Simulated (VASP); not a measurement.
# TaN (P6_3mc) in VASP: notebook, part 2 of 3

VASP 6.6.1. Earlier steps stand in the parts before.

### 3 Electric field gradients, PBE (volume scaled by 1.01)

INCAR

```
  PREC = Accurate
  ENCUT = 520
  EDIFF = 1E-8
  ISMEAR = -1
  SIGMA = 0.01
  LREAL = False
  LASPH = True
  NELM = 60
  ALGO = Normal
  ISIF = 2
  LWAVE = False
  LCHARG = False
  GGA = PE
  LEFG = True
  NBANDS = 24
```

KPOINTS

```
Automatic mesh
0
Gamma
  9 9 5
```

POSCAR

```
TaN
1.0
    3.0601340589      0.0000000000      0.0000000000
   -1.5300670295      2.6501538341      0.0000000000
    0.0000000000      0.0000000000      4.9564120807
Ta N
2 2
Direct
    0.3333333333      0.6666666667      0.0000000000
    0.6666666667      0.3333333333      0.5000000000
    0.3333333333      0.6666666667      0.3850000000
    0.6666666667      0.3333333333      0.8850000000
```

Potentials or basis: VASP PAW PBE potentials, release 64 (Ta_pv, N).

Command:

```bash
cat potpaw_PBE.64/Ta_pv/POTCAR potpaw_PBE.64/N/POTCAR > POTCAR
mpirun -np 1 vasp_std > vasp.out
```

OUTCAR:

```text
PREC = Accurate
   ENCUT = 520
   EDIFF = 1E-8
   ISMEAR = -1
   LREAL = False
   LASPH = True
   NELM = 60
   ISIF = 2
   GGA = PE

 ion  position               nearest neighbor table
   1  0.333  0.667  0.000-   4 1.86   4 1.86   4 1.86   3 1.91   2 3.04   2 3.04   2 3.04   2 3.04
                             2 3.04   2 3.04
   2  0.667  0.333  0.500-   3 1.86   3 1.86   3 1.86   4 1.91   1 3.04   1 3.04   1 3.04   1 3.04
                             1 3.04   1 3.04
   3  0.333  0.667  0.385-   2 1.86   2 1.86   2 1.86   1 1.91
   4  0.667  0.333  0.885-   1 1.86   1 1.86   1 1.86   2 1.91

  LATTYP: Found a hexagonal cell.
 ALAT       =     3.0601340589
 C/A-ratio  =     1.6196715521

  Lattice vectors:

 A1 = (   3.0601340589,   0.0000000000,   0.0000000000)
 A2 = (  -1.5300670295,   2.6501538341,   0.0000000000)
 A3 = (   0.0000000000,   0.0000000000,   4.9564120807)

Analysis of symmetry for initial positions (statically):
=====================================================================
 Subroutine PRICEL returns:
 Original cell was already a primitive cell.

 Routine SETGRP: Setting up the symmetry group for a
 hexagonal supercell.

 Subroutine GETGRP returns: Found 12 space group operations
 (whereof  6 operations were pure point group operations)
 out of a pool of 24 trial point group operations.

The static configuration has the point symmetry C_3v.
 The point group associated with its full space group is C_6v.

Analysis of symmetry for dynamics (positions and initial velocities):
=====================================================================
 Subroutine PRICEL returns:
 Original cell was already a primitive cell.

 Routine SETGRP: Setting up the symmetry group for a
 hexagonal supercell.

 Subroutine GETGRP returns: Found 12 space group operations
 (whereof  6 operations were pure point group operations)
 out of a pool of 24 trial point group operations.

The dynamic configuration has the point symmetry C_3v.
 The point group associated with its full space group is C_6v.

 Subroutine INISYM returns: Found 12 space group operations
 (whereof  6 operations are pure point group operations),
 and found     1 'primitive' translations

----------------------------------------------------------------------------------------

                                     Primitive cell

  volume of cell :      40.1956

  direct lattice vectors                    reciprocal lattice vectors
     3.060134059  0.000000000  0.000000000     0.326783069  0.188668293  0.000000000
    -1.530067030  2.650153834  0.000000000     0.000000000  0.377336586  0.000000000
     0.000000000  0.000000000  4.956412081     0.000000000  0.000000000  0.201758850

  length of vectors
     3.060134059  3.060134059  4.956412081     0.377336586  0.377336586  0.201758850

  position of ions in fractional coordinates (direct lattice)
     0.333333333  0.666666667  0.000000000
     0.666666667  0.333333333  0.500000000
     0.333333333  0.666666667  0.385000000
     0.666666667  0.333333333  0.885000000

  ion indices of the primitive-cell ions
   primitive index   ion index
                 1           1
                 2           2
                 3           3
                 4           4
[... 89 lines left out ...]
   IALGO  =     38    algorithm
   IMIX   =      4    mixing-type and parameters
     AMIX     =   0.40;   BMIX     =  1.00
     AMIX_MAG =   1.60;   BMIX_MAG =  1.00
  volume/ion in A,a.u.               =      10.05        67.81
  Fermi-wavevector in a.u.,A,eV,Ry     =   1.517278  2.867240 31.322417  2.302133
  Thomas-Fermi vector in A             =   2.626555
   LORBIT       =      0    0 simple, 1 ext, 2 COOP (PROOUT), +10 PAW based schemes
   GGA     = PE    functional components
   LHFCALC =     F    Hartree Fock is set to
   AEXX    =    0.0000 exact exchange contribution
   IVDW    =     0    specifies the selected vdW correction
   LEPSILON=     F    determine dielectric tensor
   LRPA    =     F    only Hartree local field effects (RPA)
 non-spin polarized calculation
  energy-cutoff  :      520.00
  volume of cell :       40.20
 maximum number of plane-waves:      1099
 NGX is ok and might be reduce to    24
   NGX = 11   NGY = 11   NGZ = 19

 number of electron      32.0000001 magnetization

 Free energy of the ion-electron system (eV)
  ---------------------------------------------------
  ext. energy  EPLUGINS =         0.00000000
  ---------------------------------------------------
  free energy    TOTEN  =       -37.99883604 eV

  energy without entropy =      -37.99781215  energy(sigma->0) =      -37.99832410

 E-fermi :   9.7099     XC(G=0): -13.4887

 val. band max:        9.6685488565   @ k =   0.2222  -0.0000   0.0000
 cond. band min:       9.7175133833   @ k =   0.1111   0.1111   0.4000
 fundamental gap:      0.0489645268
 Fermi energy:         9.7098936280

 k-point     1 :       0.0000    0.0000    0.0000
  band No.  band energies     occupation
      1     -26.4161      2.00000
      2     -25.3520      2.00000
      3     -25.3520      2.00000
      4     -25.1677      2.00000
      5     -25.1677      2.00000
      6     -25.1086      2.00000
[... 637 lines left out ...]
     23      17.1837      0.00000
     24      17.1837      0.00000

 [... further k-points ...]

------------------------ aborting loop because EDIFF is reached ----------------------------------------

  FORCE on cell =-STRESS in cart. coord.  units (eV):
  Direction    XX          YY          ZZ          XY          YZ          ZX
  --------------------------------------------------------------------------------------
  -------------------------------------------------------------------------------------
  Total       35.4170897     35.4170897     29.3473638     -0.0000000      0.0000000      0.0000000
  in kB     1411.7068124   1411.7068125   1169.7706873     -0.0000000      0.0000000      0.0000000
  external PRESSURE =    1331.0614374 kB  Pullay stress =       0.0000000 kB

 VOLUME and BASIS-vectors are now :
 -----------------------------------------------------------------------------
  energy-cutoff  :      520.00
  volume of cell :       40.20
      direct lattice vectors                 reciprocal lattice vectors
     3.060134059  0.000000000  0.000000000     0.326783069  0.188668293  0.000000000
    -1.530067030  2.650153834  0.000000000     0.000000000  0.377336586  0.000000000
     0.000000000  0.000000000  4.956412081     0.000000000  0.000000000  0.201758850

 POSITION                                       TOTAL-FORCE (eV/Angst)
 -----------------------------------------------------------------------------------
     -0.00000      1.76677      0.00000         0.000000      0.000000      2.327898
      1.53007      0.88338      2.47821         0.000000     -0.000000      2.327898
     -0.00000      1.76677      1.90822         0.000000     -0.000000     -2.327898
      1.53007      0.88338      4.38642        -0.000000      0.000000     -2.327898
 -----------------------------------------------------------------------------------
    total drift:                               -0.000000      0.000000      0.000287

  FREE ENERGIE OF THE ION-ELECTRON SYSTEM (eV)
  ---------------------------------------------------
  free  energy   TOTEN  =       -37.9988360395 eV

  energy  without entropy=      -37.9978121524  energy(sigma->0) =      -37.99832410

 Electric field gradients (V/A^2)
---------------------------------------------------------------------
 ion       V_xx      V_yy      V_zz      V_xy      V_xz      V_yz
---------------------------------------------------------------------
   1     -61.237   -61.237   122.474    -0.000    -0.000     0.000
   2     -61.237   -61.237   122.474    -0.000     0.000    -0.000
   3      -5.379    -5.379    10.758     0.001     0.000    -0.000
   4      -5.379    -5.379    10.758     0.001    -0.000     0.000
---------------------------------------------------------------------

 Electric field gradients after diagonalization (V/A^2)
 (convention: |V_zz| > |V_xx| > |V_yy|)
----------------------------------------------------------------------
 ion       V_xx      V_yy      V_zz     asymmetry (V_yy - V_xx)/ V_zz
----------------------------------------------------------------------
   1     -61.237   -61.236   122.474       0.000
   2     -61.237   -61.236   122.474       0.000
   3      -5.380    -5.378    10.758       0.000
   4      -5.380    -5.378    10.758       0.000
----------------------------------------------------------------------

           NMR quadrupolar parameters

 Cq : quadrupolar parameter    Cq=e*Q*V_zz/h
 eta: asymmetry parameters     (V_yy - V_xx)/ V_zz
 Q  : nuclear electric quadrupole moment in mb (millibarn)
----------------------------------------------------------------------
 ion       Cq(MHz)       eta       Q (mb)
----------------------------------------------------------------------
   1       0.296       0.000       1.000
   2       0.296       0.000       1.000
   3       0.026       0.000       1.000
   4       0.026       0.000       1.000
----------------------------------------------------------------------
```

OSZICAR:

```text
N       E                     dE             d eps       ncg     rms          rms(c)
DAV:   1     0.290849657260E+03    0.29085E+03   -0.17720E+04  1728   0.143E+03
DAV:   2    -0.308132736591E+02   -0.32166E+03   -0.30600E+03  2048   0.425E+02
DAV:   3    -0.450917686677E+02   -0.14278E+02   -0.14108E+02  2152   0.898E+01
DAV:   4    -0.452204241275E+02   -0.12866E+00   -0.12858E+00  1888   0.906E+00
DAV:   5    -0.452218090156E+02   -0.13849E-02   -0.13848E-02  2192   0.808E-01    0.589E+01
DAV:   6    -0.380977618222E+02    0.71240E+01   -0.24252E+01  2024   0.382E+01    0.249E+01
DAV:   7    -0.380366677297E+02    0.61094E-01   -0.92396E-01  1832   0.775E+00    0.135E+01
DAV:   8    -0.380030613901E+02    0.33606E-01   -0.48698E-02  2160   0.160E+00    0.159E+00
DAV:   9    -0.379987629646E+02    0.42984E-02   -0.11254E-02  2064   0.768E-01    0.137E-01
DAV:  10    -0.379988388864E+02   -0.75922E-04   -0.53808E-04  2048   0.186E-01    0.334E-02
DAV:  11    -0.379988365828E+02    0.23035E-05   -0.11483E-05  2096   0.265E-02    0.121E-02
DAV:  12    -0.379988363073E+02    0.27551E-06   -0.12682E-06  2072   0.106E-02    0.401E-03
DAV:  13    -0.379988360418E+02    0.26548E-06   -0.27872E-07  1984   0.416E-03    0.191E-03
DAV:  14    -0.379988360395E+02    0.22692E-08   -0.17987E-08  1272   0.120E-03
   1 F= -.37998836E+02 E0= -.37998324E+02  d E =-.102389E-02
```

stdout:

```text
POSCAR found type information on POSCAR TaN
 POSCAR found :  2 types and       4 ions
 scaLAPACK will be used
 LDA part: xc-table for (Slater+PW92), standard interpolation
 POSCAR, INCAR and KPOINTS ok, starting setup
 FFT: planning ... GRIDC
 FFT: planning ... GRID_SOFT
 FFT: planning ... GRID
 WAVECAR not read
 entering main loop
ion   1

ion   2

ion   3

ion   4
```

Wall time 52 s (1 thread of Intel Xeon 8259CL, shared host); peak memory 0.18 GiB.

What came out:

* Free energy: -37.9988 eV
* Pressure: 133.1 GPa
* Largest force: 2.328 eV/Å
* Band gap on the k mesh: zero (band 16 reaches 10.24 eV, above the bottom of band 17 at 8.05 eV)

Forces on the atoms (eV/Å):
```
Ta   0.000  0.000  2.328
Ta   0.000  0.000  2.328
N    0.000  0.000 -2.328
N    0.000  0.000 -2.328
```

Electric field gradients, principal values (V/Å²):
| atom | least | middle | greatest (by size) |
| --- | --- | --- | --- |
| 1 Ta | -61.236 | -61.237 | 122.474 |
| 2 Ta | -61.236 | -61.237 | 122.474 |
| 3 N | -5.378 | -5.380 | 10.758 |
| 4 N | -5.378 | -5.380 | 10.758 |

Caveat: without QUAD_EFG the Cq values of the log hold for a quadrupole moment of 1 mb, not for the nuclei; spin-orbit coupling is left out, which moves the levels of the heavy elements; forces of over 1 eV/Å act on the atoms, so gaps and moduli don't describe the material at rest.

(Part 2 of 3 ends here.)
